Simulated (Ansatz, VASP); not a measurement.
AlN in VASP and in Ansatz

File INCAR:

```
ALGO = Normal
EDIFF = 1E-7
ENCUT = 520
GGA = PE
ISIF = 2
ISMEAR = -1
LASPH = True
LCHARG = True
LELF = True
LREAL = False
LVHAR = True
LWAVE = False
NBANDS = 11
NELM = 60
PREC = Accurate
SIGMA = 0.02
```

The input KPOINTS:

```
k-points
0
Gamma
  10 10 10
```

The input POSCAR:

```
AlN
1.0
    0.0395600000      1.9977800000      1.9977800000
    1.9977800000      0.0395600000      1.9977800000
    1.9977800000      1.9977800000      0.0395600000
Al N
1 1
Direct
    0.0000000000      0.0000000000      0.0000000000
    0.5000000000      0.5000000000      0.5000000000
```

Input for Ansatz:

```yaml
crystal:
  lattice:
    - [0.03956, 1.99778, 1.99778]
    - [1.99778, 0.03956, 1.99778]
    - [1.99778, 1.99778, 0.03956]
  atoms:
    - { symbol: Al, position: [0.0, 0.0, 0.0] }
    - { symbol: "N", position: [0.5, 0.5, 0.5] }
kpoints:
  mp_grid: { grid: [10, 10, 10] }
  band_path:
    path:
      - [0.0, 0.0, 0.0]
      - [0.5, 0.5, 0.5]
      - [0.2451701269, 0.5, 0.7548298731]
      - [-0.2451701269, 0.2451701269, 0.5]
      - [0.0, 0.0, 0.5]
      - [0.0, 0.0, 0.0]
      - [-0.3725850634, 0.0, 0.3725850634]
      - [0.0, 0.3725850634, 0.6274149366]
      - [0.0, 0.5, 0.5]
    npoints: 5
scf:
  occupations: { method: fermi_dirac, width: 0.02 }
hamiltonian:
  xc: pbe
  pseudopotentials: { kind: all_electron, lapw: { basis_error: 0.001 } }
output:
  forces: true
  stress: true
  eigenvalues: true
```

Change from the starting cell: equal xy, yz and zx shear strains of +2 %.

Alike in both runs: task single point; functional PBE; k mesh 10 × 10 × 10; occupations fermi-dirac, width 0.02 eV; no spin polarisation.

|  | VASP | Ansatz |
| --- | --- | --- |
| version | VASP 6.6.1 | Ansatz 0.2.0 |
| potentials or method | VASP PAW PBE potentials, release 64 (Al, N), cutoff 520 eV | all-electron LAPW, scalar-relativistic |

|  | VASP | Ansatz | Ansatz less VASP |
| --- | --- | --- | --- |
| gap on the k mesh at the Fermi level (eV) | 4.73 | 4.74 | +0.007 |
| pressure (GPa) | 25.4 | 25.7 | +0.28 |
| traceless stress, the component that is largest in VASP (GPa) | -7.07 | -7.06 | +0.006 |

Ansatz ran all-electron here, and VASP with PAW potentials.
